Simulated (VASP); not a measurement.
# C18Se in VASP: a series of runs, part 2 of 2

VASP 6.6.1. Earlier steps stand in the parts before.

**4. Single point, PBE**

INCAR

```
SYSTEM = C18Se
ALGO = Normal ; EDIFF = 1E-7
ENCUT = 520 ; GGA = PE
ISIF = 2 ; ISMEAR = -1
LASPH = .True. ; LCHARG = .False.
LREAL = Auto ; LWAVE = .False.
NBANDS = 54 ; NELM = 60
PREC = Accurate ; SIGMA = 0.05
```

KPOINTS

```
k-points
0
Gamma
  2 2 1
  0 0 0
```

POSCAR

```
C18Se
1.0
    7.3980000000      0.0000000000      0.0000000000
   -3.6990000000      6.4068560000      0.0000000000
    0.0000000000      0.0000000000     12.0000000000
C Se
18 1
Direct
    0.0031854408      0.0065790459      0.0774541667
    0.2259802258      0.1176008950      0.0752120000
    0.0040022489      0.3386392639      0.0791774167
    0.2241941469      0.4490130573      0.0791755833
    0.0021899911      0.6700450268      0.0752135000
    0.2249837620      0.7810799868      0.0774891667
    0.3377251099      0.0065689006      0.0774612500
    0.5557108741      0.1171051761      0.0841504167
    0.3362687909      0.3381728885      0.0788347500
    0.5591870889      0.4490186762      0.0791852500
    0.3324272377      0.6705497985      0.0841996667
    0.5567692697      0.7791946627      0.1037973333
    0.6713946349      0.0084629653      0.1037966667
    0.8957386227      0.1170825441      0.0841837500
    0.6690083208      0.3386522188      0.0791288333
    0.8919261431      0.4494767793      0.0788601667
    0.6724824188      0.6705633777      0.0842274167
    0.8904461118      0.7810809233      0.0774697500
    0.6140566257      0.8938285799      0.2709823333
```

Potentials or basis: VASP PAW PBE potentials, release 64 (C, Se).

The run is started by

```bash
$ cat potpaw_PBE.64/C/POTCAR potpaw_PBE.64/Se/POTCAR > POTCAR
$ mpirun -np 1 vasp_std > vasp.out
```

OUTCAR:

```text
SYSTEM = C18Se
   EDIFF = 1E-7
   ENCUT = 520
   GGA = PE
   ISIF = 2
   ISMEAR = -1
   LASPH = .True.
   LREAL = Auto
   NELM = 60
   PREC = Accurate

 ion  position               nearest neighbor table
   1  0.003  0.007  0.077-  14 1.40   2 1.43  18 1.44
   2  0.226  0.118  0.075-   9 1.41   7 1.43   1 1.43
   3  0.004  0.339  0.079-   4 1.41  14 1.42  16 1.43
   4  0.224  0.449  0.079-   3 1.41  11 1.42   9 1.43
   5  0.002  0.670  0.075-  16 1.41  18 1.43   6 1.43
   6  0.225  0.781  0.077-  11 1.40   5 1.43   7 1.44
   7  0.338  0.007  0.077-   8 1.40   2 1.43   6 1.44
   8  0.556  0.117  0.084-   7 1.40  15 1.42  13 1.46
   9  0.336  0.338  0.079-   2 1.41   4 1.43  10 1.43
  10  0.559  0.449  0.079-  15 1.41  17 1.42   9 1.43
  11  0.332  0.671  0.084-   6 1.40   4 1.42  12 1.46
  12  0.557  0.779  0.104-  17 1.46  11 1.46  13 1.47  19 2.14
  13  0.671  0.008  0.104-   8 1.46  14 1.46  12 1.47  19 2.14
  14  0.896  0.117  0.084-   1 1.40   3 1.42  13 1.46
  15  0.669  0.339  0.079-  10 1.41   8 1.42  16 1.43
  16  0.892  0.449  0.079-   5 1.41   3 1.43  15 1.43
  17  0.672  0.671  0.084-  18 1.40  10 1.42  12 1.46
  18  0.890  0.781  0.077-  17 1.40   5 1.43   1 1.44
  19  0.614  0.894  0.271-  12 2.14  13 2.14

  LATTYP: Found a hexagonal cell.
 ALAT       =     7.3980000000
 C/A-ratio  =     1.6220600162

  Lattice vectors:

 A1 = (   7.3980000000,   0.0000000000,   0.0000000000)
 A2 = (  -3.6990000000,   6.4068560000,   0.0000000000)
 A3 = (   0.0000000000,   0.0000000000,  12.0000000000)

Analysis of symmetry for initial positions (statically):
=====================================================================
 Subroutine PRICEL returns:
 Original cell was already a primitive cell.

 Routine SETGRP: Setting up the symmetry group for a
 hexagonal supercell.

 Subroutine GETGRP returns: Found  1 space group operations
 (whereof  1 operations were pure point group operations)
 out of a pool of 24 trial point group operations.

The static configuration has the point symmetry C_1 .

Analysis of symmetry for dynamics (positions and initial velocities):
=====================================================================
 Subroutine PRICEL returns:
 Original cell was already a primitive cell.

 Routine SETGRP: Setting up the symmetry group for a
 hexagonal supercell.

 Subroutine GETGRP returns: Found  1 space group operations
 (whereof  1 operations were pure point group operations)
 out of a pool of 24 trial point group operations.

The dynamic configuration has the point symmetry C_1 .

 Subroutine INISYM returns: Found  1 space group operations
 (whereof  1 operations are pure point group operations),
 and found     1 'primitive' translations

----------------------------------------------------------------------------------------

                                     Primitive cell

  volume of cell :     568.7750

  direct lattice vectors                    reciprocal lattice vectors
     7.398000000  0.000000000  0.000000000     0.135171668  0.078041398  0.000000000
    -3.699000000  6.406856000  0.000000000     0.000000000  0.156082796  0.000000000
     0.000000000  0.000000000 12.000000000     0.000000000  0.000000000  0.083333333

  length of vectors
     7.398000000  7.398000054 12.000000000     0.156082797  0.156082796  0.083333333

  position of ions in fractional coordinates (direct lattice)
[... 65 lines left out ...]

 Found      4 irreducible k-points:

 Following reciprocal coordinates:
            Coordinates               Weight
  0.000000  0.000000  0.000000      1.000000
  0.500000  0.000000  0.000000      1.000000
  0.000000  0.500000  0.000000      1.000000
  0.500000  0.500000  0.000000      1.000000
   k-points           NKPTS =      4   k-points in BZ     NKDIM =      4   number of bands    NBANDS=     54
   number of dos      NEDOS =    301   number of ions     NIONS =     19
   total plane-waves  NPLWV = 282240
   dimension x,y,z NGX =    56 NGY =   56 NGZ =   90
   dimension x,y,z NGXF=   112 NGYF=  112 NGZF=  180
   ions per type =              18   1
   NGX,Y,Z   is equivalent  to a cutoff of  12.58, 12.58, 12.47 a.u.
   NGXF,Y,Z  is equivalent  to a cutoff of  25.17, 25.17, 24.94 a.u.
 SYSTEM =  C18Se
   PREC   = accura    normal or accurate (medium, high low for compatibility)
   ISTART =      0    job   : 0-new  1-cont  2-samecut
   ICHARG =      2    charge: 1-file 2-atom 10-const
   ISPIN  =      1    spin polarized calculation?
   LNONCOLLINEAR =      F non collinear calculations
   LSORBIT =      F    spin-orbit coupling
   LASPH  =      T    aspherical Exc in radial PAW
   ENCUT  =  520.0 eV  38.22 Ry    6.18 a.u.  13.76 13.76 22.31*2*pi/ulx,y,z
   NELM   =     60;   NELMIN=  2; NELMDL= -5     # of ELM steps
   EDIFF  = 0.1E-06   stopping-criterion for ELM
   LREAL  =      T    real-space projection
   EDIFFG = 0.1E-05   stopping-criterion for IOM
   NSW    =      0    number of steps for IOM
   IBRION =     -1    ionic relax: 0-MD 1-quasi-New 2-CG
   NFREE  =      0    steps in history (QN), initial steepest desc. (CG)
   ISIF   =      2    stress and relaxation
   ISYM   =      2    0-nonsym 1-usesym 2-fastsym
   POTIM  = 0.5000    time-step for ionic-motion
   TEBEG  =    0.0;   TEEND  =   0.0 temperature during run
   PSTRESS=    0.0 pullay stress
   NELECT =      78.0000    total number of electrons
   NUPDOWN=      -1.0000    fix difference up-down
   EMIN   =  10.00;   EMAX   =-10.00  energy-range for DOS
   EFERMI =   0.00;   METHOD = LEGACY
   ISMEAR =    -1;   SIGMA  =   0.05  broadening in eV -4-tet -1-fermi 0-gaus
   EFERMI_NEDOS =   21; number of points for ismear=-14 and -15
   IALGO  =     38    algorithm
   IMIX   =      4    mixing-type and parameters
     AMIX     =   0.40;   BMIX     =  1.00
     AMIX_MAG =   1.60;   BMIX_MAG =  1.00
  volume/ion in A,a.u.               =      29.94       202.01
  Fermi-wavevector in a.u.,A,eV,Ry     =   0.844228  1.595359  9.697146  0.712720
  Thomas-Fermi vector in A             =   1.959222
   LORBIT       =      0    0 simple, 1 ext, 2 COOP (PROOUT), +10 PAW based schemes
   GGA     = PE    functional components
[... 5 lines left out ...]
 non-spin polarized calculation
  energy-cutoff  :      520.00
  volume of cell :      568.78
 maximum number of plane-waves:     15363
 NGX is ok and might be reduce to    56
   NGX = 27   NGY = 27   NGZ = 45

 number of electron      78.0000002 magnetization

 Free energy of the ion-electron system (eV)
  ---------------------------------------------------
  ext. energy  EPLUGINS =         0.00000000
  ---------------------------------------------------
  free energy    TOTEN  =      -166.91918951 eV

  energy without entropy =     -166.90754288  energy(sigma->0) =     -166.91336620

 E-fermi :  -1.5934     XC(G=0):  -4.1561

 val. band max:       -1.7299167127   @ k =   0.0000   0.0000   0.0000
 cond. band min:      -1.4560218683   @ k =   0.0000   0.0000   0.0000
 fundamental gap:      0.2738948444
 Fermi energy:        -1.5934095261

 k-point     1 :       0.0000    0.0000    0.0000
  band No.  band energies     occupation
      1     -21.3002      2.00000
      2     -19.1650      2.00000
      3     -18.6738      2.00000
      4     -18.6705      2.00000
      5     -18.6334      2.00000
      6     -18.5629      2.00000
[... 205 lines left out ...]
     50       4.1655      0.00000
     51       4.2292      0.00000
 [bands above 51 left out]

------------------------ aborting loop because EDIFF is reached ----------------------------------------

  FORCE on cell =-STRESS in cart. coord.  units (eV):
  Direction    XX          YY          ZZ          XY          YZ          ZX
  --------------------------------------------------------------------------------------
  -------------------------------------------------------------------------------------
  Total        2.1941171      3.8855983     -0.0493235     -0.0138783     -0.0009473      0.0087800
  in kB        6.1805888     10.9453070     -0.1389389     -0.0390936     -0.0026684      0.0247322
  external PRESSURE =       5.6623190 kB  Pullay stress =       0.0000000 kB

 VOLUME and BASIS-vectors are now :
 -----------------------------------------------------------------------------
  energy-cutoff  :      520.00
  volume of cell :      568.78
      direct lattice vectors                 reciprocal lattice vectors
     7.398000000  0.000000000  0.000000000     0.135171668  0.078041398  0.000000000
    -3.699000000  6.406856000  0.000000000     0.000000000  0.156082796  0.000000000
     0.000000000  0.000000000 12.000000000     0.000000000  0.000000000  0.083333333

 POSITION                                       TOTAL-FORCE (eV/Angst)
 -----------------------------------------------------------------------------------
     -0.00077      0.04215      0.92945         0.012403     -0.009822     -0.001947
      1.23680      0.75345      0.90254        -0.003557      0.003124     -0.009231
     -1.22302      2.16961      0.95013         0.000174     -0.000892      0.002370
     -0.00231      2.87676      0.95011         0.004319     -0.001261     -0.002424
     -2.46229      4.29288      0.90256         0.006483      0.003017     -0.005955
     -1.22478      5.00427      0.92987        -0.000706      0.002355     -0.003897
[... 11 lines left out ...]
      3.69830      5.00427      0.92964         0.005686     -0.000558     -0.000732
      1.23652      5.72663      3.25179        -0.002081      0.000622      0.028577
 -----------------------------------------------------------------------------------
    total drift:                               -0.062592     -0.017280      0.012064

  FREE ENERGIE OF THE ION-ELECTRON SYSTEM (eV)
  ---------------------------------------------------
  free  energy   TOTEN  =      -166.9191895149 eV

  energy  without entropy=     -166.9075428832  energy(sigma->0) =     -166.91336620
```

Run time: 6.6 min. Hardware: 1 thread of Intel Xeon Platinum 8259CL at 2.50GHz (Skylake/Cascade Lake), shared host; peak memory 0.58 GiB.

What came out:

* Free energy: -166.9192 eV
* Largest force: 0.029 eV/Å
* Band gap on the k mesh: 0.27 eV, direct

Forces in eV/Å, atoms in the order of the input:
```
C    0.012 -0.010 -0.002
C   -0.004  0.003 -0.009
C    0.000 -0.001  0.002
C    0.004 -0.001 -0.002
C    0.006  0.003 -0.006
C   -0.001  0.002 -0.004
C    0.006 -0.005 -0.003
C   -0.004 -0.008 -0.003
C    0.002  0.004  0.009
C   -0.001  0.002 -0.002
C    0.000  0.008 -0.007
C   -0.006 -0.013  0.004
C   -0.001  0.012 -0.003
C   -0.011  0.002 -0.003
C    0.007 -0.001  0.008
C   -0.004 -0.001  0.001
C   -0.010  0.003 -0.008
C    0.006 -0.001 -0.001
Se  -0.002  0.001  0.029
```

Levels at points of the mesh, in eV from the valence-band top:
| k point | band 37 | band 38 | band 39 | band 40 | band 41 | band 42 |
| --- | --- | --- | --- | --- | --- | --- |
| (0.00, 0.00, 0.00) | -0.95 | -0.84 | 0.00 | 0.27 | 0.78 | 2.06 |
| (0.50, 0.00, 0.00) | -2.29 | -0.85 | -0.82 | 0.99 | 1.92 | 2.53 |
| (0.00, 0.50, 0.00) | -2.35 | -0.82 | -0.51 | 0.48 | 2.20 | 2.43 |
| (0.50, 0.50, 0.00) | -2.29 | -0.85 | -0.82 | 0.99 | 1.92 | 2.53 |

Caveat: the k points lie up to 0.49 Å⁻¹ apart.
